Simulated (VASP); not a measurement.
# HfO2: single point with PBE

HfO2:

```
Hf O
1.0
     0.00000    2.62144    2.68538
     2.62144    0.00000    2.68538
     2.62144    2.62144    0.00000
Hf O
1 2
Direct
  0.00000 0.00000 0.00000
  0.25000 0.25000 0.25000
  0.75000 0.75000 0.75000
```

This cell differs from its parent crystal: strain +0.025 along x and y, +0.050 along z.

| Quantity | Value |
| --- | --- |
| Program | VASP 6.6.1 |
| Task | single point |
| Functional | PBE |
| Potentials or basis | VASP PAW PBE potentials, release 64 (Hf_pv, O) |
| Cutoff | 520 eV |
| k mesh | 8 × 8 × 8 |
| Occupations | gaussian, width 0.05 eV |
| Spin | no spin polarisation |

```yaml
Pressure: -23.8 GPa
Band_gap_on_the_k_mesh: 3.34 eV, indirect (least direct gap 3.35 eV)
```

Stress tensor (GPa, compression positive):
```
-20.64   0.00   0.00
  0.00 -20.64   0.00
  0.00   0.00 -30.26
```

Levels at points of the mesh, in eV from the valence-band top:
```
           k point  band 9  band 10  band 11  band 12  band 13  band 14
(0.00, 0.00, 0.00)   -0.82    -0.53    -0.53     3.34     3.57     4.80
(0.50, 0.00, 0.00)   -2.53    -1.78    -1.73     4.00     4.10     5.77
(0.50, 0.50, 0.00)   -1.34    -1.34    -0.23     3.38     4.75     5.27
(0.50, 0.00, 0.50)   -1.63    -1.26     0.00     3.35     4.78     5.57
```

It took 76 s on 1 thread of AMD EPYC 7R43 64-Core Processor (Zen 3), on a shared host, peak memory 0.14 GiB.

Caveat: the cell differs from its parent crystal (strain +0.025 along x and y, +0.050 along z); spin-orbit coupling is left out, which moves the levels of the heavy elements. A k mesh can miss the band edges.
